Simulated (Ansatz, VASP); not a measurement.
**One calculation of Ag, two programs**

```
Ag
1.0
     0.00000    2.07890    2.07890
     2.07890    0.00000    2.07890
     2.07890    2.07890    0.00000
Ag
1
Direct
  0.00000 0.00000 0.00000
```

Alike in both runs: task single point; functional r2SCAN; k mesh 22 × 22 × 22; occupations fermi-dirac, width 0.1 eV; no spin polarisation.

|  | VASP | Ansatz |
| --- | --- | --- |
| version | VASP 6.6.1 | Ansatz 0.2.0 |
| potentials or method | VASP PAW PBE potentials, release 64 (Ag), cutoff 520 eV | plane waves (500 eV) with PAW, scalar-relativistic |
| valence electrons in the cell | 11 | 19 |

Ansatz gave:

| Property | Result |
| --- | --- |
| pressure (GPa) | -3.6 |

Problem. What did VASP give for the same quantities?

Solution. Pressure (GPa): -3.5.

VASP's potentials were made for PBE, not for r2SCAN. VASP's potentials hold 11 valence electrons a cell and Ansatz's 19, so a difference there can come from the potentials and not from the codes.
